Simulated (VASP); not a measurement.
Wanted: the native input for a VASP 6.6.1 run.

```yaml
Task: relaxation of cell and atoms
Functional: PBEsol
Potentials_or_basis: VASP PAW PBE potentials, release 64 (Sr_sv, O)
Cutoff: 600 eV
k_mesh: 9 × 9 × 9
Occupations: fermi-dirac, width 0.05 eV
Spin: no spin polarisation
Dipole_correction: no
Further_INCAR_settings: ALGO = Normal; EDIFF = 1e-06; IBRION = 2; EDIFFG = -0.02; NSW = 80; ISIF = 3
```

The structure of SrO lies in POSCAR:

```
SrO
1.0
    0.0000000000      2.5663000000      2.5663000000
    2.5663000000      0.0000000000      2.5663000000
    2.5663000000      2.5663000000      0.0000000000
Sr O
1 1
Direct
    0.5000000000      0.5000000000      0.5000000000
    0.0000000000      0.0000000000      0.0000000000
```

The input as run:

INCAR

```
SYSTEM = SrO
  PREC = Accurate
  ENCUT = 600
  EDIFF = 1E-6
  ISMEAR = -1
  SIGMA = 0.05
  LREAL = .FALSE.
  LASPH = .TRUE.
  NELM = 60
  ALGO = Normal
  ISIF = 3
  LWAVE = .FALSE.
  LCHARG = .FALSE.
  GGA = PS
  IBRION = 2
  NSW = 80
  EDIFFG = -0.02
```

KPOINTS

```
Automatic mesh
0
G
  9 9 9
  0 0 0
```

Potentials or basis: VASP PAW PBE potentials, release 64 (Sr_sv, O).

Run with:

```sh
$ cat potpaw_PBE.64/Sr_sv/POTCAR potpaw_PBE.64/O/POTCAR > POTCAR
$ mpirun -np 1 vasp_std > vasp.out
```

Results of the run:

| Property | Result |
| --- | --- |
| Pressure after relaxing | 0.0 GPa |
| Band gap on the k mesh | 3.21 eV, indirect (least direct gap 3.30 eV) |

Caveat: the relaxation stopped at its first step, so nothing moved; the PAW data sets were made with another functional, which shifts forces and pressure a little.

Run time: 36 s on 1 thread of Intel Xeon 8259CL, with other jobs on the host, peak memory 0.18 GiB.
